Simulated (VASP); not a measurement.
# Pd (a cell with a defect) in VASP: single point with PBEsol+D3(BJ)

Aim: the single point of Pd (a cell with a defect) with PBEsol+D3(BJ).

All numbers are computed with VASP 6.6.1; they aren't measurements. Logs are shortened: lines on timing, memory, paths and dates and some standing lists are left out, and cuts for length are marked.

### 1 The cell of the first run

The cell holds a defect, 7 atoms: a = 5.447 Å, b = 5.447 Å, c = 5.447 Å, α = 109.47°, β = 109.47°, γ = 109.47°.

### 2 Single point, PBEsol+D3(BJ)

The input, INCAR:

```
SYSTEM = Pd
PREC     = Accurate       ! precision mode
ENCUT    = 400            ! plane-wave cutoff, eV
EDIFF    = 1E-6           ! SCF threshold, eV
ISMEAR   = 0              ! smearing method
SIGMA    = 0.1            ! smearing width, eV
LREAL    = .FALSE.        ! projectors in reciprocal space
LASPH    = .TRUE.         ! aspherical terms in the spheres
NELM     = 120            ! most SCF steps
ALGO     = Normal         ! electronic algorithm
ISIF     = 2              ! what is computed and relaxed
LWAVE    = .FALSE.        ! write WAVECAR
LCHARG   = .FALSE.        ! write CHGCAR
GGA      = PS             ! functional
IVDW     = 12             ! dispersion correction
NBANDS   = 44             ! bands
GGA_COMPAT= .FALSE.
```

The input, KPOINTS:

```
Automatic mesh
0
G
  2 2 2
  0 0 0
```

The input, POSCAR:

```
Pd
1.0
   -3.1445620000      3.1445620000      3.1445620000
    3.1445620000     -3.1445620000      3.1445620000
    3.1445620000      3.1445620000     -3.1445620000
Pd
7
Direct
    0.0000000000      0.0000000000      0.2499998410
    0.0000000000      0.4897368855     -0.0016406100
    0.0000000000      0.5102632735      0.5016404510
    0.4897368855      0.0000000000     -0.0016406100
    0.5102632735      0.0000000000      0.5016404510
    0.4897367265      0.4897367265     -0.0086228225
    0.5102631145      0.5102631145      0.5086225045
```

Potentials or basis: VASP PAW PBE potentials, release 64 (Pd).

The run is started by

```bash
> cat potpaw_PBE.64/Pd/POTCAR > POTCAR
> mpirun -np 1 vasp_std > vasp.out
```

OUTCAR:

```text
SYSTEM = Pd
   PREC = Accurate
   ENCUT = 400
   EDIFF = 1E-6
   ISMEAR = 0
   LREAL = .FALSE.
   LASPH = .TRUE.
   NELM = 120
   ISIF = 2
   GGA = PS
   IVDW = 12
 IVDW          = 12

 ion  position               nearest neighbor table
   1  0.000  0.000  0.250-   7 2.66   2 2.66   4 2.66   5 2.66   3 2.66   6 2.66   6 3.38   5 3.38
                             3 3.38   7 3.38   4 3.38   2 3.38
   2  0.000  0.490  0.998-   1 2.66   6 2.68   5 2.68   3 2.71   3 2.74   5 2.77   6 2.77   7 3.15
                             4 3.15   4 3.15   7 3.15   1 3.38
   3  0.000  0.510  0.502-   1 2.66   4 2.68   7 2.68   2 2.71   2 2.74   7 2.77   4 2.77   5 3.15
                             5 3.15   6 3.15   6 3.15   1 3.38
   4  0.490  0.000  0.998-   1 2.66   6 2.68   3 2.68   5 2.71   5 2.74   3 2.77   6 2.77   7 3.15
                             2 3.15   2 3.15   7 3.15   1 3.38
   5  0.510  0.000  0.502-   1 2.66   2 2.68   7 2.68   4 2.71   4 2.74   7 2.77   2 2.77   6 3.15
                             3 3.15   3 3.15   6 3.15   1 3.38
   6  0.490  0.490  0.991-   1 2.66   2 2.68   4 2.68   7 2.71   7 2.74   2 2.77   4 2.77   3 3.15
                             5 3.15   5 3.15   3 3.15   1 3.38
   7  0.510  0.510  0.509-   1 2.66   5 2.68   3 2.68   6 2.71   6 2.74   3 2.77   5 2.77   2 3.15
                             4 3.15   2 3.15   4 3.15   1 3.38

  LATTYP: Found a body centered cubic cell.
 ALAT       =     6.2891240000

  Lattice vectors:

 A1 = (  -3.1445620000,   3.1445620000,   3.1445620000)
 A2 = (   3.1445620000,  -3.1445620000,   3.1445620000)
 A3 = (   3.1445620000,   3.1445620000,  -3.1445620000)

Analysis of symmetry for initial positions (statically):
=====================================================================
 Subroutine PRICEL returns:
 Original cell was already a primitive cell.

 Routine SETGRP: Setting up the symmetry group for a
 body centered cubic supercell.

 Subroutine GETGRP returns: Found 12 space group operations
 (whereof  6 operations were pure point group operations)
 out of a pool of 48 trial point group operations.

The static configuration has the point symmetry C_3v.
 The point group associated with its full space group is D_3d.

Analysis of symmetry for dynamics (positions and initial velocities):
=====================================================================
 Subroutine PRICEL returns:
 Original cell was already a primitive cell.

 Routine SETGRP: Setting up the symmetry group for a
 body centered cubic supercell.

 Subroutine GETGRP returns: Found 12 space group operations
 (whereof  6 operations were pure point group operations)
 out of a pool of 48 trial point group operations.

The dynamic configuration has the point symmetry C_3v.
 The point group associated with its full space group is D_3d.

 Subroutine INISYM returns: Found 12 space group operations
 (whereof  6 operations are pure point group operations),
 and found     1 'primitive' translations

----------------------------------------------------------------------------------------

                                     Primitive cell

  volume of cell :     124.3771

  direct lattice vectors                    reciprocal lattice vectors
    -3.144562000  3.144562000  3.144562000     0.000000000  0.159004656  0.159004656
     3.144562000 -3.144562000  3.144562000     0.159004656  0.000000000  0.159004656
     3.144562000  3.144562000 -3.144562000     0.159004656  0.159004656  0.000000000

  length of vectors
     5.446541152  5.446541152  5.446541152     0.224866541  0.224866541  0.224866541

  position of ions in fractional coordinates (direct lattice)
     0.000000000  0.000000000  0.249999841
     0.000000000  0.489736886  0.998359390
     0.000000000  0.510263274  0.501640451
     0.489736886  0.000000000  0.998359390
     0.510263274  0.000000000  0.501640451
     0.489736726  0.489736726  0.991377177
     0.510263114  0.510263114  0.508622505

  ion indices of the primitive-cell ions
   primitive index   ion index
                 1           1
                 2           2
                 3           3
                 4           4
                 5           5
                 6           6
                 7           7

----------------------------------------------------------------------------------------

 KPOINTS: Automatic mesh

Automatic generation of k-mesh.
 Grid dimensions read from file:
 generate k-points for:    2    2    2

 Generating k-lattice:

  Cartesian coordinates                     Fractional coordinates (reciprocal lattice)
     0.000000000  0.079502328  0.079502328     0.500000000  0.000000000  0.000000000
     0.079502328  0.000000000  0.079502328     0.000000000  0.500000000  0.000000000
     0.079502328  0.079502328  0.000000000     0.000000000  0.000000000  0.500000000

  Length of vectors
     0.112433271  0.112433271  0.112433271

  Shift w.r.t. Gamma in fractional coordinates (k-lattice)
     0.000000000  0.000000000  0.000000000

 Subroutine IBZKPT returns following result:
 ===========================================

 Found      4 irreducible k-points:

 Following reciprocal coordinates:
            Coordinates               Weight
  0.000000  0.000000  0.000000      1.000000
  0.500000  0.000000  0.000000      3.000000
  0.000000  0.000000  0.500000      3.000000
  0.500000  0.500000  0.500000      1.000000
   k-points           NKPTS =      4   k-points in BZ     NKDIM =      4   number of bands    NBANDS=     44
   number of dos      NEDOS =    301   number of ions     NIONS =      7
   total plane-waves  NPLWV =  46656
   dimension x,y,z NGX =    36 NGY =   36 NGZ =   36
   dimension x,y,z NGXF=    72 NGYF=   72 NGZF=   72
   ions per type =               7
   NGX,Y,Z   is equivalent  to a cutoff of  10.99, 10.99, 10.99 a.u.
   NGXF,Y,Z  is equivalent  to a cutoff of  21.98, 21.98, 21.98 a.u.
 SYSTEM =  Pd
   PREC   = accura    normal or accurate (medium, high low for compatibility)
   ISTART =      0    job   : 0-new  1-cont  2-samecut
   ICHARG =      2    charge: 1-file 2-atom 10-const
   ISPIN  =      1    spin polarized calculation?
   LNONCOLLINEAR =      F non collinear calculations
   LSORBIT =      F    spin-orbit coupling
   LASPH  =      T    aspherical Exc in radial PAW
   ENCUT  =  400.0 eV  29.40 Ry    5.42 a.u.   8.88  8.88  8.88*2*pi/ulx,y,z
   NELM   =    120;   NELMIN=  2; NELMDL= -5     # of ELM steps
   EDIFF  = 0.1E-05   stopping-criterion for ELM
   LREAL  =      F    real-space projection
   EDIFFG = 0.1E-04   stopping-criterion for IOM
   NSW    =      0    number of steps for IOM
   IBRION =     -1    ionic relax: 0-MD 1-quasi-New 2-CG
   NFREE  =      0    steps in history (QN), initial steepest desc. (CG)
   ISIF   =      2    stress and relaxation
   ISYM   =      2    0-nonsym 1-usesym 2-fastsym
   POTIM  = 0.5000    time-step for ionic-motion
   TEBEG  =    0.0;   TEEND  =   0.0 temperature during run
   PSTRESS=    0.0 pullay stress
   NELECT =      70.0000    total number of electrons
   NUPDOWN=      -1.0000    fix difference up-down
   EMIN   =  10.00;   EMAX   =-10.00  energy-range for DOS
   EFERMI =   0.00;   METHOD = LEGACY
   ISMEAR =     0;   SIGMA  =   0.10  broadening in eV -4-tet -1-fermi 0-gaus
   EFERMI_NEDOS =   21; number of points for ismear=-14 and -15
   IALGO  =     38    algorithm
   IMIX   =      4    mixing-type and parameters
     AMIX     =   0.40;   BMIX     =  1.00
     AMIX_MAG =   1.60;   BMIX_MAG =  1.00
  volume/ion in A,a.u.               =      17.77       119.91
  Fermi-wavevector in a.u.,A,eV,Ry     =   1.351639  2.554227 24.856861  1.826928
  Thomas-Fermi vector in A             =   2.479044
   LORBIT       =      0    0 simple, 1 ext, 2 COOP (PROOUT), +10 PAW based schemes
   GGA     = PS    functional components
   LHFCALC =     F    Hartree Fock is set to
   AEXX    =    0.0000 exact exchange contribution
   IVDW    =    12    specifies the selected vdW correction
   LEPSILON=     F    determine dielectric tensor
   LRPA    =     F    only Hartree local field effects (RPA)
 non-spin polarized calculation
 Gauss-broadening in eV      SIGMA  =   0.10
  energy-cutoff  :      400.00
  volume of cell :      124.38
 maximum number of plane-waves:      2310
 NGX is ok and might be reduce to    36
   NGX = 17   NGY = 17   NGZ = 17

 number of electron      70.0000022 magnetization

 Free energy of the ion-electron system (eV)
  ---------------------------------------------------
  ext. energy  EPLUGINS =         0.00000000
  ---------------------------------------------------
  free energy    TOTEN  =       -40.31598548 eV

  energy without entropy =      -40.26409934  energy(sigma->0) =      -40.29004241

 E-fermi :   7.0247     XC(G=0): -12.1210

 val. band max:        6.9859317914   @ k =   0.0000   0.0000   0.0000
 cond. band min:       7.0813091451   @ k =   0.0000   0.0000   0.5000
 fundamental gap:      0.0953773537
 Fermi energy:         7.0246500890

 k-point     1 :       0.0000    0.0000    0.0000
  band No.  band energies     occupation
      1       0.7386      2.00000
      2       2.2084      2.00000
      3       2.2084      2.00000
      4       2.4260      2.00000
      5       2.4260      2.00000
      6       2.5631      2.00000
[... 36 lines left out ...]
     43      13.5863      0.00000
     44      13.5863      0.00000

 k-point     2 :       0.5000    0.0000    0.0000
  band No.  band energies     occupation
      1       2.0887      2.00000
      2       2.5921      2.00000
      3       2.7081      2.00000
      4       2.7874      2.00000
      5       2.9488      2.00000
      6       3.1960      2.00000
[... 36 lines left out ...]
     43      13.5429      0.00000
     44      14.6672      0.00000

 k-point     3 :       0.0000    0.0000    0.5000
  band No.  band energies     occupation
      1       2.1971      2.00000
      2       2.3881      2.00000
      3       2.7208      2.00000
      4       2.9023      2.00000
      5       3.1930      2.00000
      6       3.2667      2.00000
[... 36 lines left out ...]
     43      13.6437      0.00000
     44      14.5767      0.00000

 k-point     4 :       0.5000    0.5000    0.5000
  band No.  band energies     occupation
      1       3.0251      2.00000
      2       3.2753      2.00000
      3       3.2753      2.00000
      4       3.3481      2.00000
      5       3.3481      2.00000
      6       3.4362      2.00000
[... 36 lines left out ...]
     43      15.6197      0.00000
     44      15.6197      0.00000

------------------------ aborting loop because EDIFF is reached ----------------------------------------

 Edisp (eV)   -3.60070

 E8    (eV) :    -2.4033

  FORCE on cell =-STRESS in cart. coord.  units (eV):
  Direction    XX          YY          ZZ          XY          YZ          ZX
  --------------------------------------------------------------------------------------
  -------------------------------------------------------------------------------------
  Total     -15.06045   -15.06045   -15.06045    -0.93989     0.93989     0.93989
  in kB    -194.00286  -194.00286  -194.00286   -12.10735    12.10735    12.10735
  external pressure =     -194.00 kB  Pullay stress =        0.00 kB

 VOLUME and BASIS-vectors are now :
 -----------------------------------------------------------------------------
  energy-cutoff  :      400.00
  volume of cell :      124.38
      direct lattice vectors                 reciprocal lattice vectors
    -3.144562000  3.144562000  3.144562000     0.000000000  0.159004656  0.159004656
     3.144562000 -3.144562000  3.144562000     0.159004656  0.000000000  0.159004656
     3.144562000  3.144562000 -3.144562000     0.159004656  0.159004656  0.000000000

 POSITION                                       TOTAL-FORCE (eV/Angst)
 -----------------------------------------------------------------------------------
      0.78614      0.78614     -0.78614         0.000000      0.000000     -0.000000
      4.67941      1.59939     -1.59939        -0.044734     -0.013146      0.013146
      3.18199     -0.02711      0.02711         0.044734      0.013146     -0.013146
      1.59939      4.67941     -1.59939        -0.013146     -0.044734      0.013146
     -0.02711      3.18199      0.02711         0.013146      0.044734     -0.013146
      3.11745      3.11745     -0.03743         0.013146      0.013146     -0.044734
      1.59939      1.59939      1.60971        -0.013146     -0.013146      0.044734
 -----------------------------------------------------------------------------------
    total drift:                               -0.000195     -0.000195      0.000195

  FREE ENERGIE OF THE ION-ELECTRON SYSTEM (eV)
  ---------------------------------------------------
  free  energy   TOTEN  =       -43.9166818728 eV

  energy  without entropy=      -43.8647957323  energy(sigma->0) =      -43.89073880
```

Run time: 21 s. Hardware: 1 thread of AMD EPYC 9R45 (Zen 5), shared host; peak memory 0.17 GiB.

Results:

- Free energy: -43.9167 eV
- Pressure: -19.4 GPa
- Largest force: 0.048 eV/Å
- Band gap on the k mesh: zero (band 35 reaches 7.38 eV, above the bottom of band 36 at 6.89 eV)
- Dispersion energy per atom: -0.514 eV

Forces in eV/Å, atoms in the order of the input:
```
Pd   0.000  0.000  0.000
Pd  -0.045 -0.013  0.013
Pd   0.045  0.013 -0.013
Pd  -0.013 -0.045  0.013
Pd   0.013  0.045 -0.013
Pd   0.013  0.013 -0.045
Pd  -0.013 -0.013  0.045
```

Caveat: the k points lie up to 0.71 Å⁻¹ apart; the PAW data sets were made with another functional, which shifts forces and pressure a little.
